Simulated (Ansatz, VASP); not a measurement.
One calculation of HgTe, two programs

File INCAR:

```
ALGO = Normal
EDIFF = 1E-6
ENCUT = 520
GGA = PE
ISIF = 2
ISMEAR = -1
LASPH = T
LCHARG = F
LREAL = F
LWAVE = F
NBANDS = 16
NELM = 60
PREC = Accurate
SIGMA = 0.02
```

File KPOINTS:

```
k-points
0
Gamma
  6 6 6
```

File POSCAR:

```
HgTe
1.0
   -0.0256554315      3.2891578888      3.2891578888
    3.2891578888     -0.0256554315      3.2891578888
    3.2635024573      3.2635024573      0.0000000000
Hg Te
1 1
Direct
   -0.0016428848     -0.0016428848      0.0016428848
    0.2516428848      0.2516428848      0.2483571152
```

Input for Ansatz:

```yaml
crystal:
  lattice:
    - [-0.0256554315, 3.2891578888, 3.2891578888]
    - [3.2891578888, -0.0256554315, 3.2891578888]
    - [3.2635024573, 3.2635024573, 0.0]
  atoms:
    - { symbol: Hg, position: [-0.0016428848, -0.0016428848, 0.0016428848] }
    - { symbol: Te, position: [0.2516428848, 0.2516428848, 0.2483571152] }
kpoints:
  mp_grid: { grid: [6, 6, 6] }
  band_path:
    path:
      - [0.0, 0.0, 0.0]
      - [-0.5, -0.5, 0.0]
      - [-0.375, -0.375, 0.25]
      - [-0.375, 0.0, 0.375]
      - [0.0, 0.0, 0.5]
      - [-0.5, -0.25, 0.25]
    npoints: 1
hamiltonian:
  xc: pbe
scf:
  occupations: { method: fermi_dirac, width: 0.02 }
  n_extra_bands: 4
output:
  forces: true
  stress: true
  eigenvalues: true
  write_density: true
  write_potential: true
  elf: true
  volumetric_format: npy
```

Change from the starting cell: shear_xy strain -1.6%.

Alike in both runs: task single point; functional PBE; k mesh 6 × 6 × 6; occupations fermi-dirac, width 0.02 eV; no spin polarisation.

|  | VASP | Ansatz |
| --- | --- | --- |
| version | VASP 6.6.1 | Ansatz 0.2.0 |
| potentials or method | VASP PAW PBE potentials, release 64 (Hg, Te) | plane waves, PAW |
| plane-wave cutoff (eV) | 520 | 420 |
| valence electrons in the cell | 18 | 36 |

```tsv
	VASP	Ansatz	Ansatz less VASP
pressure (GPa)	1.3	1.3	-0.05
traceless stress, the component that is largest in VASP (GPa)	0.29	0.29	-0.001
```

VASP's potentials hold 18 valence electrons a cell and Ansatz's 36, so a difference there can come from the potentials and not from the codes.

Neither program's run includes spin-orbit coupling.
